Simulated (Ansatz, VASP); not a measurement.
## Al in VASP and in Ansatz

Contents of INCAR:

```
PREC     = Accurate       # precision mode
ENCUT    = 520            # plane-wave cutoff, eV
EDIFF    = 1E-7           # SCF threshold, eV
ISMEAR   = 0              # smearing method
SIGMA    = 0.15           # smearing width, eV
LREAL    = F              # projectors in reciprocal space
LASPH    = T              # aspherical terms in the spheres
NELM     = 60             # most SCF steps
ALGO     = Fast           # electronic algorithm
ISIF     = 2              # what is computed and relaxed
LWAVE    = F              # write WAVECAR
LCHARG   = T              # write CHGCAR
GGA      = CA             # functional
LELF     = T              # ELF
LVHAR    = T            
NBANDS   = 8              # bands
```

The input KPOINTS:

```
regular mesh
0
Gamma
  22 22 22
```

Contents of POSCAR:

```
Al
1.0
   -1.6760098851      1.6760098851      1.4433797130
    1.6760098851     -1.6760098851      1.4433797130
    1.6760098851      1.6760098851     -1.4433797130
Al
1
Direct
    0.0000000000      0.0000000000      0.0000000000
```

Input for Ansatz:

```yaml
crystal:
  lattice:
    - [-1.6760098851, 1.6760098851, 1.443379713]
    - [1.6760098851, -1.6760098851, 1.443379713]
    - [1.6760098851, 1.6760098851, -1.443379713]
  atoms:
    - { symbol: Al, position: [0.0, 0.0, 0.0] }
basis:
  ecutwfc: 420
kpoints:
  mp_grid: { grid: [22, 22, 22] }
hamiltonian:
  xc: lda
scf:
  occupations: { method: gaussian, width: 0.15 }
output:
  forces: true
  stress: true
  eigenvalues: true
```

Alike in both runs: task single point; functional LDA; k mesh 22 × 22 × 22; occupations gaussian, width 0.15 eV; no spin polarisation.

|  | VASP | Ansatz |
| --- | --- | --- |
| version | VASP 6.6.1 | Ansatz 0.2.0 |
| potentials or method | VASP PAW LDA potentials, release 64 (Al), cutoff 520 eV | scalar-relativistic, plane waves, PAW |
| valence electrons in the cell | 3 | 3 |

Ansatz gave:

* gap on the k mesh at the Fermi level (eV): none
* pressure (GPa): 0.0
* traceless stress, the component that is largest in VASP (GPa): -1.31

Task: Estimate VASP's values.

Result: gap on the k mesh at the Fermi level (eV): none; pressure (GPa): 0.1; traceless stress, the component that is largest in VASP (GPa): -1.32.

LDA's correlation is that of Perdew and Zunger in VASP and of Perdew and Wang (1992) in Ansatz. A gap of «none» marks a metal or a gap that the smearing closes.
